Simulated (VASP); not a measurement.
# CuO: single point with LDA+U

The system is CuO.

```
Cu O
1.0
     2.34465   -1.71340    0.00000
     2.34465    1.71340    0.00000
    -0.86055    0.00000    5.05944
Cu O
2 2
Direct
  0.00320 0.49680 0.00000
  0.49680 0.00320 0.50000
  0.57140 0.40560 0.25370
  0.40560 0.57140 0.75370
```

```
Program             : VASP 6.6.1
Task                : single point
Functional          : LDA
Potentials or basis : VASP PAW LDA potentials, release 64 (Cu, O)
Cutoff              : 520 eV
k mesh              : 7 × 7 × 4
Occupations         : gaussian, width 0.05 eV
Spin                : no spin polarisation
Hubbard terms       : Cu d U = 5.0 eV
```

```json
{"Pressure": "-12.6 GPa", "Largest force": "0.730 eV/Å", "Band gap on the k mesh": "zero (band 17 reaches 5.14 eV, above the bottom of band 18 at 4.34 eV)"}
```

Forces in eV/Å, atoms in the order of the input:
```
Cu  -0.518  0.262  0.199
Cu  -0.518 -0.262  0.199
O    0.518  0.475 -0.199
O    0.518 -0.475 -0.199
```

Stress tensor (GPa, compression positive):
```
-13.15   0.00   0.38
  0.00  -9.14   0.00
  0.38   0.00 -15.56
```

Levels at points of the mesh, in eV from the Fermi level:
| k point | band 14 | band 15 | band 16 | band 17 | band 18 | band 19 | band 20 | band 21 |
| --- | --- | --- | --- | --- | --- | --- | --- | --- |
| (0.00, 0.00, 0.00) | -2.60 | -2.37 | -2.18 | 0.27 | 0.97 | 1.99 | 6.51 | 8.39 |
| (0.00, 0.00, 0.50) | -2.86 | -1.70 | -1.70 | 0.33 | 0.33 | 4.23 | 4.23 | 11.96 |

Eigenvalues of the final occupation matrices:
| site | spin | trace | eigenvalues |
| --- | --- | --- | --- |
| site 1 d | 1 | 4.65 | 0.80 0.95 0.96 0.97 0.98 |
| site 1 d | 2 | 4.65 | 0.80 0.95 0.96 0.97 0.98 |
| site 2 d | 1 | 4.65 | 0.80 0.95 0.96 0.97 0.98 |
| site 2 d | 2 | 4.65 | 0.80 0.95 0.96 0.97 0.98 |

Run time: 31 s on 1 thread of Intel(R) Xeon(R) Platinum 8488C (Sapphire Rapids) (shared host), peak memory 0.17 GiB.

Caveat: U without spin polarisation on a metal has little footing.
